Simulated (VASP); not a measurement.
# Lu3As2Pb3: single point with PBE

Crystal: Lu3As2Pb3.

```
CELL_PARAMETERS angstrom
4.31320 0.00000 0.00000
0.00000 5.44130 0.00000
0.00000 0.00000 8.71176
ATOMIC_POSITIONS crystal
Lu 0.00000 0.50000 0.00000
Lu 0.50000 0.00000 0.50000
Lu 0.50000 0.00000 0.00000
As 0.00000 0.00000 0.22870
As 0.00000 0.00000 0.77130
Pb 0.50000 0.50000 0.24271
Pb 0.50000 0.50000 0.75729
Pb 0.00000 0.50000 0.50000
```

| Item | Value |
| --- | --- |
| Program | VASP 6.6.1 |
| Task | single point |
| Functional | PBE |
| Potentials or basis | VASP PAW PBE potentials, release 64 (Lu, As, Pb_d) |
| Cutoff | 600 eV |
| k mesh | 10 × 8 × 6 |
| Occupations | gaussian, width 0.1 eV |
| Spin | no spin polarisation |

```yaml
Pressure: 0.2 GPa
Largest_force: 0.013 eV/Å
Band_gap_on_the_k_mesh: zero (an odd number of electrons rules out a gap without spin polarisation)
```

Forces on the atoms (eV/Å):
```
Lu   0.000  0.000  0.000
Lu   0.000  0.000  0.000
Lu   0.000  0.000  0.000
As   0.000  0.000  0.013
As   0.000  0.000 -0.013
Pb   0.000  0.000  0.001
Pb   0.000  0.000 -0.001
Pb   0.000  0.000  0.000
```

Levels at points of the mesh, in eV from the Fermi level:
```
           k point  band 59  band 60  band 61  band 62  band 63  band 64  band 65  band 66  band 67  band 68
(0.00, 0.00, 0.00)    -1.93    -1.89     0.07     0.28     0.35     0.63     0.67     0.70     0.71     1.29
(0.50, 0.00, 0.00)    -1.93    -1.75    -1.70    -1.42    -1.36    -1.25    -0.69    -0.16     0.77     2.01
(0.00, 0.50, 0.00)    -1.26    -1.18    -1.17    -1.16    -0.91    -0.69    -0.29     0.07     1.01     1.44
(0.50, 0.50, 0.00)    -3.18    -2.25    -0.93    -0.75     0.13     0.17     0.94     1.38     1.38     2.48
(0.00, 0.00, 0.50)    -2.17    -1.93    -0.21     0.00     0.06     0.35     0.78     1.27     1.49     1.86
(0.50, 0.00, 0.50)    -2.47    -2.14    -1.89    -1.74    -1.58    -1.12    -0.36     0.31     1.36     2.10
(0.00, 0.50, 0.50)    -1.53    -1.46    -1.10    -1.04    -0.88     0.35     0.46     1.13     1.47     1.55
(0.50, 0.50, 0.50)    -2.66    -2.29    -1.16    -0.98    -0.50     0.59     1.22     1.61     1.95     2.11
```

Run time: 12 min on 4 MPI ranks on Intel(R) Xeon(R) Platinum 8488C (Sapphire Rapids), on a shared host, peak memory 1.6 GiB a rank.

Caveat: spin-orbit coupling is left out, which moves the levels of the heavy elements.
